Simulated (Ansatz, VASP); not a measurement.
**Ca2Cd3FeP4 in VASP and in Ansatz**

```xyz
10
Lattice="4.2770 0.0000 0.0000 -2.1385 3.7040 0.0000 0.0000 0.0000 14.0620" Properties=species:S:1:pos:R:3 pbc="T T T"
Cd    0.0000    2.4693    4.4780
Cd    0.0000    2.4693   11.5090
Cd    2.1385    1.2347    2.5530
Fe    2.1385    1.2347    9.5840
Ca    0.0000    0.0000    0.0000
Ca    0.0000    0.0000    7.0310
P     0.0000    2.4693    1.6910
P     0.0000    2.4693    8.7220
P     2.1385    1.2347    5.3400
P     2.1385    1.2347   12.3710
```

Alike in both runs: task single point; functional LDA; k mesh 4 × 4 × 1; occupations fermi-dirac, width 0.02 eV; no spin polarisation; Hubbard terms Fe d U = 5.3 eV.

|  | VASP | Ansatz |
| --- | --- | --- |
| version | VASP 6.6.1 | Ansatz 0.2.0 |
| potentials or method | VASP PAW LDA potentials, release 64 (Cd_sv_GW, Fe_sv, Ca_sv, P), cutoff 520 eV | PAW, plane waves, scalar-relativistic |
| valence electrons in the cell | 116 | 116 |

|  | VASP | Ansatz | Ansatz less VASP |
| --- | --- | --- | --- |
| pressure (GPa) | -9.2 | -7.9 | +1.37 |
| traceless stress, the component that is largest in VASP (GPa) | 0.64 | 0.75 | +0.110 |
| rms of the force components (eV/Å) | 0.357 | 0.339 | -0.0186 |

LDA's correlation is that of Perdew and Zunger in VASP and of Perdew and Wang (1992) in Ansatz. The programs project onto different local orbitals, so the same U acts differently, and such runs can settle in different states. Atom by atom the forces differ by 0.092 eV/Å (rms over components). Ansatz's warnings: filled band counts differ across k points.

The k mesh is coarse, so the values compare programs but aren't converged.
